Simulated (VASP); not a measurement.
# Ag (P6_3/mmc) in VASP: notebook

Runs on Ag. Level: PBE. Tasks: single point.

Everything below comes from runs of VASP 6.6.1. Logs are shortened: lines on timing, memory, paths and dates and some standing lists are left out, and cuts for length are marked.

### Step 1. The cell of the first run

The structure is hexagonal, space group P6_3/mmc (No. 194). Conventional cell: a = 2.344 Å, b = 2.344 Å, c = 3.848 Å, α = 90.00°, β = 90.00°, γ = 120.00°. Ag (site symmetry -6m2) has 12 Ag at 2.34 to 2.35 Å within 3.1 Å.

### Step 2. Single point, PBE

File INCAR:

```
SYSTEM = Ag
ALGO = Normal
EDIFF = 1E-6
ENCUT = 520
GGA = PE
ISIF = 2
ISMEAR = -1
LASPH = .TRUE.
LCHARG = .FALSE.
LREAL = .FALSE.
LWAVE = .FALSE.
NBANDS = 18
NELM = 80
PREC = Accurate
SIGMA = 0.05
```

File KPOINTS:

```
k-points
0
G
  19 19 10
  0 0 0
```

File POSCAR:

```
Ag
1.0
    2.3437706692      0.0000000000      0.0000000000
   -1.1718853346      2.0297649402      0.0000000000
    0.0000000000      0.0000000000      3.8481811318
Ag
2
Direct
    0.3333333333      0.6666666667      0.2500000000
    0.6666666667      0.3333333333      0.7500000000
```

Potentials or basis: VASP PAW PBE potentials, release 64 (Ag).

On the command line:

```console
$ cat potpaw_PBE.64/Ag/POTCAR > POTCAR
$ mpirun -np 1 vasp_std > vasp.out
```

OUTCAR:

```text
SYSTEM = Ag
   EDIFF = 1E-6
   ENCUT = 520
   GGA = PE
   ISIF = 2
   ISMEAR = -1
   LASPH = .TRUE.
   LREAL = .FALSE.
   NELM = 80
   PREC = Accurate

 ion  position               nearest neighbor table
   1  0.333  0.667  0.250-   2 2.35   2 2.35   2 2.35   2 2.35   2 2.35   2 2.35   2 3.32   2 3.32
                             2 3.32   2 3.32   2 3.32   2 3.32
   2  0.667  0.333  0.750-   1 2.35   1 2.35   1 2.35   1 2.35   1 2.35   1 2.35   1 3.32   1 3.32
                             1 3.32   1 3.32   1 3.32   1 3.32

  LATTYP: Found a hexagonal cell.
 ALAT       =     2.3437706692
 C/A-ratio  =     1.6418761368

  Lattice vectors:

 A1 = (   2.3437706692,   0.0000000000,   0.0000000000)
 A2 = (  -1.1718853346,   2.0297649402,   0.0000000000)
 A3 = (   0.0000000000,   0.0000000000,   3.8481811318)

Analysis of symmetry for initial positions (statically):
=====================================================================
 Subroutine PRICEL returns:
 Original cell was already a primitive cell.

 Routine SETGRP: Setting up the symmetry group for a
 hexagonal supercell.

 Subroutine GETGRP returns: Found 24 space group operations
 (whereof 12 operations were pure point group operations)
 out of a pool of 24 trial point group operations.

The static configuration has the point symmetry D_3d.
 The point group associated with its full space group is D_6h.

Analysis of symmetry for dynamics (positions and initial velocities):
=====================================================================
 Subroutine PRICEL returns:
 Original cell was already a primitive cell.

 Routine SETGRP: Setting up the symmetry group for a
 hexagonal supercell.

 Subroutine GETGRP returns: Found 24 space group operations
 (whereof 12 operations were pure point group operations)
 out of a pool of 24 trial point group operations.

The dynamic configuration has the point symmetry D_3d.
 The point group associated with its full space group is D_6h.

 Subroutine INISYM returns: Found 24 space group operations
 (whereof 12 operations are pure point group operations),
 and found     1 'primitive' translations

----------------------------------------------------------------------------------------

                                     Primitive cell

  volume of cell :      18.3070

  direct lattice vectors                    reciprocal lattice vectors
     2.343770669  0.000000000  0.000000000     0.426662904  0.246333942  0.000000000
    -1.171885335  2.029764940  0.000000000     0.000000000  0.492667885  0.000000000
     0.000000000  0.000000000  3.848181132     0.000000000  0.000000000  0.259863028

  length of vectors
     2.343770669  2.343770669  3.848181132     0.492667885  0.492667885  0.259863028

  position of ions in fractional coordinates (direct lattice)
     0.333333333  0.666666667  0.250000000
     0.666666667  0.333333333  0.750000000

  ion indices of the primitive-cell ions
   primitive index   ion index
                 1           1
                 2           2

----------------------------------------------------------------------------------------

 KPOINTS: k-points

Automatic generation of k-mesh.
 Grid dimensions read from file:
 generate k-points for:   19   19   10

 Generating k-lattice:

  Cartesian coordinates                     Fractional coordinates (reciprocal lattice)
     0.022455942  0.012964944  0.000000000     0.052631579  0.000000000  0.000000000
     0.000000000  0.025929889  0.000000000     0.000000000  0.052631579  0.000000000
     0.000000000  0.000000000  0.025986303     0.000000000  0.000000000  0.100000000

  Length of vectors
     0.025929889  0.025929889  0.025986303

  Shift w.r.t. Gamma in fractional coordinates (k-lattice)
     0.000000000  0.000000000  0.000000000

 Subroutine IBZKPT returns following result:
 ===========================================

 Found    240 irreducible k-points:

 Following reciprocal coordinates:
            Coordinates               Weight
  0.000000  0.000000  0.000000      1.000000
  0.052632 -0.000000  0.000000      6.000000
  0.105263 -0.000000  0.000000      6.000000
  0.157895  0.000000  0.000000      6.000000
  0.210526  0.000000  0.000000      6.000000
  0.263158  0.000000  0.000000      6.000000
[... 16 lines left out ...]
  0.263158  0.105263  0.000000     12.000000
  0.315789  0.105263  0.000000     12.000000
 [... further k-points ...]
   k-points           NKPTS =    240   k-points in BZ     NKDIM =    240   number of bands    NBANDS=     18
   number of dos      NEDOS =    301   number of ions     NIONS =      2
   total plane-waves  NPLWV =   9720
   dimension x,y,z NGX =    18 NGY =   18 NGZ =   30
   dimension x,y,z NGXF=    36 NGYF=   36 NGZF=   60
   ions per type =               2
   NGX,Y,Z   is equivalent  to a cutoff of  12.77, 12.77, 12.96 a.u.
   NGXF,Y,Z  is equivalent  to a cutoff of  25.54, 25.54, 25.92 a.u.
 SYSTEM =  Ag
   PREC   = accura    normal or accurate (medium, high low for compatibility)
   ISTART =      0    job   : 0-new  1-cont  2-samecut
   ICHARG =      2    charge: 1-file 2-atom 10-const
   ISPIN  =      1    spin polarized calculation?
   LNONCOLLINEAR =      F non collinear calculations
   LSORBIT =      F    spin-orbit coupling
   LASPH  =      T    aspherical Exc in radial PAW
   ENCUT  =  520.0 eV  38.22 Ry    6.18 a.u.   4.36  4.36  7.16*2*pi/ulx,y,z
   NELM   =     80;   NELMIN=  2; NELMDL= -5     # of ELM steps
   EDIFF  = 0.1E-05   stopping-criterion for ELM
   LREAL  =      F    real-space projection
   EDIFFG = 0.1E-04   stopping-criterion for IOM
   NSW    =      0    number of steps for IOM
   IBRION =     -1    ionic relax: 0-MD 1-quasi-New 2-CG
   NFREE  =      0    steps in history (QN), initial steepest desc. (CG)
   ISIF   =      2    stress and relaxation
   ISYM   =      2    0-nonsym 1-usesym 2-fastsym
   POTIM  = 0.5000    time-step for ionic-motion
   TEBEG  =    0.0;   TEEND  =   0.0 temperature during run
   PSTRESS=    0.0 pullay stress
   NELECT =      22.0000    total number of electrons
   NUPDOWN=      -1.0000    fix difference up-down
   EMIN   =  10.00;   EMAX   =-10.00  energy-range for DOS
   EFERMI =   0.00;   METHOD = LEGACY
   ISMEAR =    -1;   SIGMA  =   0.05  broadening in eV -4-tet -1-fermi 0-gaus
   EFERMI_NEDOS =   21; number of points for ismear=-14 and -15
   IALGO  =     38    algorithm
   IMIX   =      4    mixing-type and parameters
     AMIX     =   0.40;   BMIX     =  1.00
     AMIX_MAG =   1.60;   BMIX_MAG =  1.00
  volume/ion in A,a.u.               =       9.15        61.77
  Fermi-wavevector in a.u.,A,eV,Ry     =   1.740512  3.289090 41.217228  3.029381
  Thomas-Fermi vector in A             =   2.813147
   LORBIT       =      0    0 simple, 1 ext, 2 COOP (PROOUT), +10 PAW based schemes
   GGA     = PE    functional components
   LHFCALC =     F    Hartree Fock is set to
   AEXX    =    0.0000 exact exchange contribution
   IVDW    =     0    specifies the selected vdW correction
   LEPSILON=     F    determine dielectric tensor
   LRPA    =     F    only Hartree local field effects (RPA)
 non-spin polarized calculation
  energy-cutoff  :      520.00
  volume of cell :       18.31
 maximum number of plane-waves:       525
 NGX is ok and might be reduce to    18
   NGX =  9   NGY =  9   NGZ = 15

 number of electron      21.9999995 magnetization

 Free energy of the ion-electron system (eV)
  ---------------------------------------------------
  ext. energy  EPLUGINS =         0.00000000
  ---------------------------------------------------
  free energy    TOTEN  =         5.04801214 eV

  energy without entropy =        5.05038533  energy(sigma->0) =        5.04919874

 E-fermi :  21.7132     XC(G=0): -16.3327

 val. band max:       21.6351681517   @ k =   0.1053   0.1053   0.2000
 cond. band min:      21.7297974829   @ k =   0.1053   0.0526   0.1000
 fundamental gap:      0.0946293313
 Fermi energy:        21.7132141673

 k-point     1 :       0.0000    0.0000    0.0000
  band No.  band energies     occupation
      1       7.3561      2.00000
      2       8.4236      2.00000
      3      12.2273      2.00000
      4      12.4805      2.00000
      5      12.4805      2.00000
      6      13.2088      2.00000
[... 10 lines left out ...]
     17      46.9043      0.00000
     18      46.9046      0.00000

 k-point     2 :       0.0526   -0.0000    0.0000
  band No.  band energies     occupation
      1       7.4926      2.00000
      2       8.5269      2.00000
      3      12.0537      2.00000
      4      12.5897      2.00000
      5      12.6290      2.00000
      6      13.1512      2.00000
[... 10 lines left out ...]
     17      45.4303      0.00000
     18      46.6810      0.00000

 k-point     3 :       0.1053   -0.0000    0.0000
  band No.  band energies     occupation
      1       7.8831      2.00000
      2       8.8086      2.00000
      3      11.7433      2.00000
      4      12.8333      2.00000
      5      12.9121      2.00000
      6      13.0789      2.00000
[... 10 lines left out ...]
     17      43.4427      0.00000
     18      45.0303      0.00000

 k-point     4 :       0.1579    0.0000    0.0000
  band No.  band energies     occupation
      1       8.4570      2.00000
      2       9.1677      2.00000
      3      11.4461      2.00000
      4      12.7081      2.00000
      5      12.8285      2.00000
      6      13.4315      2.00000
[... 375 lines left out ...]
      4      11.2060      2.00000
      5      12.5461      2.00000
      6      12.7097      2.00000
[... 10 lines left out ...]
     17      41.5880      0.00000
     18      43.4120      0.00000

 k-point    23 :       0.2632    0.1053    0.0000
  band No.  band energies     occupation
      1       9.2371      2.00000
      2      10.0293      2.00000
      3      10.1029      2.00000
      4      11.9480      2.00000
      5      12.3433      2.00000
      6      12.9699      2.00000
[... 10 lines left out ...]
     17      41.5185      0.00000
     18      42.3587      0.00000

 k-point    24 :       0.3158    0.1053    0.0000
  band No.  band energies     occupation
      1       8.9119      2.00000
      2       9.5413      2.00000
      3       9.9525      2.00000
      4      12.2175      2.00000
      5      12.7543      2.00000
      6      13.3037      2.00000
[... 10 lines left out ...]
     17      40.4906      0.00000
     18      41.0083      0.00000

 [... further k-points ...]

------------------------ aborting loop because EDIFF is reached ----------------------------------------

  FORCE on cell =-STRESS in cart. coord.  units (eV):
  Direction    XX          YY          ZZ          XY          YZ          ZX
  --------------------------------------------------------------------------------------
  -------------------------------------------------------------------------------------
  Total       44.5588253     44.5588253     44.5822770      0.0000000      0.0000000      0.0000000
  in kB     3899.6708106   3899.6708107   3901.7232419      0.0000000      0.0000000      0.0000000
  external PRESSURE =    3900.3549544 kB  Pullay stress =       0.0000000 kB

 VOLUME and BASIS-vectors are now :
 -----------------------------------------------------------------------------
  energy-cutoff  :      520.00
  volume of cell :       18.31
      direct lattice vectors                 reciprocal lattice vectors
     2.343770669  0.000000000  0.000000000     0.426662904  0.246333942  0.000000000
    -1.171885335  2.029764940  0.000000000     0.000000000  0.492667885  0.000000000
     0.000000000  0.000000000  3.848181132     0.000000000  0.000000000  0.259863028

 POSITION                                       TOTAL-FORCE (eV/Angst)
 -----------------------------------------------------------------------------------
     -0.00000      1.35318      0.96205        -0.000000     -0.000000      0.000000
      1.17189      0.67659      2.88614         0.000000      0.000000      0.000000
 -----------------------------------------------------------------------------------
    total drift:                               -0.000000      0.000000     -0.000000

  FREE ENERGIE OF THE ION-ELECTRON SYSTEM (eV)
  ---------------------------------------------------
  free  energy   TOTEN  =         5.0480121440 eV

  energy  without entropy=        5.0503853284  energy(sigma->0) =        5.04919874
```

Wall time 30 s (1 thread of Intel Xeon 6975P-C (Granite Rapids), shared host); peak memory 0.18 GiB.

Results:

| Item | Value |
| --- | --- |
| Free energy | 5.0480 eV |
| Pressure | 390.0 GPa |
| Band gap on the k mesh | zero (band 11 reaches 27.63 eV, above the bottom of band 12 at 16.28 eV) |

Levels at points of the mesh, in eV from the Fermi level:
| k point | band 9 | band 10 | band 11 | band 12 | band 13 | band 14 |
| --- | --- | --- | --- | --- | --- | --- |
| (0.00, 0.00, 0.00) | -7.45 | -4.62 | -4.62 | -3.11 | 8.03 | 14.62 |
| (0.00, 0.00, 0.50) | -5.44 | -5.44 | -5.44 | -5.44 | 13.76 | 13.76 |

### Step 3. Single point, PBE

File INCAR:

```
ALGO = Normal
EDIFF = 1E-6
ENCUT = 520
GGA = PE
ISIF = 2
ISMEAR = -1
LASPH = T
LCHARG = F
LREAL = F
LWAVE = F
NBANDS = 18
NELM = 80
PREC = Accurate
SIGMA = 0.05
```

File KPOINTS:

```
k-points
0
Gamma
  19 19 10
```

POSCAR is that of step 2.

Potentials or basis: VASP PAW PBE potentials, release 64 (Ag).

On the command line:

```console
$ cat potpaw_PBE.64/Ag/POTCAR > POTCAR
$ mpirun -np 1 vasp_std > vasp.out
```

Run time: 32 s. Hardware: 1 thread of Intel Xeon 6975P-C (Granite Rapids), shared host; peak memory 0.18 GiB.

The run converged. Its results:

```yaml
Free_energy: 5.0480 eV
Pressure: 390.0 GPa
Band_gap_on_the_k_mesh: zero (band 11 reaches 27.63 eV, above the bottom of band 12 at 16.28 eV)
```

Stress tensor (GPa, compression positive):
```
389.97   0.00   0.00
  0.00 389.97   0.00
  0.00   0.00 390.17
```

Levels at points of the mesh, in eV from the Fermi level:
```
           k point  band 8  band 9  band 10  band 11  band 12  band 13  band 14  band 15
(0.00, 0.00, 0.00)   -7.45   -7.45    -4.62    -4.62    -3.11     8.03    14.62    17.14
(0.00, 0.00, 0.50)   -8.95   -5.44    -5.44    -5.44    -5.44    13.76    13.76    17.74
```
